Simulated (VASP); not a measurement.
Here is a VASP 6.6.1 calculation.

File INCAR:

```
PREC = Accurate
ENCUT = 500
EDIFF = 1E-7
ISMEAR = -1
SIGMA = 0.02
LREAL = False
LASPH = True
NELM = 120
ALGO = Normal
ISIF = 3
LWAVE = False
LCHARG = False
GGA = PS
IBRION = 2
NSW = 80
EDIFFG = -0.005
GGA_COMPAT = False
NELMIN = 4
```

The input KPOINTS:

```
Automatic mesh
0
Gamma
  6 6 4
```

POSCAR

```
KI
1.0
    4.9705500350      0.0000000000      0.0000000000
   -2.4852750175      4.3046226011      0.0000000000
    0.0000000000      0.0000000000      8.6682758660
K I
2 2
Direct
    0.0000000000      0.0000000000      0.0000000000
    0.0000000000      0.0000000000      0.5000000000
    0.3333333333      0.6666666667      0.2500000000
    0.6666666667      0.3333333333      0.7500000000
```

Potentials or basis: VASP PAW PBE potentials, release 64 (K_sv, I).

Launch:

```sh
$ cat potpaw_PBE.64/K_sv/POTCAR potpaw_PBE.64/I/POTCAR > POTCAR
$ mpirun -np 1 vasp_std > vasp.out
```

Q: Estimate the band gap on the k mesh.

A: 3.77 eV.

Q: What does it give for the relaxed cell?

A: a = 4.844 Å, b = 4.844 Å, c = 8.520 Å, α = 90.00°, β = 90.00°, γ = 120.00°.

Q: Estimate the space group after relaxing (to 0.1 Å).

A: P6_3/mmc (No. 194).

Final structure:
```
K I
1.0
     4.84409    0.00000    0.00000
    -2.42204    4.19510    0.00000
     0.00000    0.00000    8.51997
K I
2 2
Direct
  0.00000 0.00000 0.00000
  0.00000 0.00000 0.50000
  0.33333 0.66667 0.25000
  0.66667 0.33333 0.75000
```

Caveat: spin-orbit coupling is left out, which moves the levels of the heavy elements. A k mesh can miss the band edges.
